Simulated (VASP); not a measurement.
Input of a VASP 6.6.1 run:

Contents of INCAR:

```
SYSTEM = GaN
ALGO = Normal
EDIFF = 1E-7
ENCUT = 520
ISIF = 2
ISMEAR = 0
LASPH = .TRUE.
LCHARG = .FALSE.
LREAL = .FALSE.
LWAVE = .FALSE.
NBANDS = 46
NELM = 60
PREC = Accurate
SIGMA = 0.05
```

Contents of KPOINTS:

```
k-points
0
G
  8 6 6
  0 0 0
```

File POSCAR:

```
GaN
1.0
   -3.1515767111      0.0000000000      0.0000000000
    0.0000000000      0.0000000000     -5.1382481593
    0.0000000000     -5.4586909876      0.0000000000
Ga N
4 4
Direct
    0.5000000000      0.0073565673      0.1744919118
    0.0000000000      0.0011617608      0.6588352320
    0.0000000000      0.5011617608      0.3411647680
    0.5000000000      0.5073565673      0.8255080882
    0.5000000000      0.6051510957      0.1677802046
    0.0000000000      0.6080257891      0.6655150636
    0.0000000000      0.1080257891      0.3344849364
    0.5000000000      0.1051510957      0.8322197954
```

Potentials or basis: VASP PAW LDA potentials, release 64 (Ga_d, N).

Run with:

```sh
$ cat potpaw_LDA.64/Ga_d/POTCAR potpaw_LDA.64/N/POTCAR > POTCAR
$ mpirun -np 1 vasp_std > vasp.out
```

Task: What does it give for the pressure?

Result: 2.8 GPa.

Task: Estimate the band gap on the k mesh.

Result: 2.02 eV.

Forces on the atoms (eV/Å):
```
Ga   0.000  1.234  1.312
Ga   0.000 -1.329  0.758
Ga   0.000  1.329  0.758
Ga   0.000 -1.234  1.312
N    0.000  0.041 -0.934
N    0.000 -0.157 -1.136
N    0.000  0.157 -1.136
N    0.000 -0.041 -0.934
```

Caveat: the cell differs from its parent crystal (mode 11 frozen in at -0.046 Å and mode 13 at +0.091 Å (largest displacements)); forces of over 1 eV/Å act on the atoms, so gaps and moduli don't describe the material at rest.
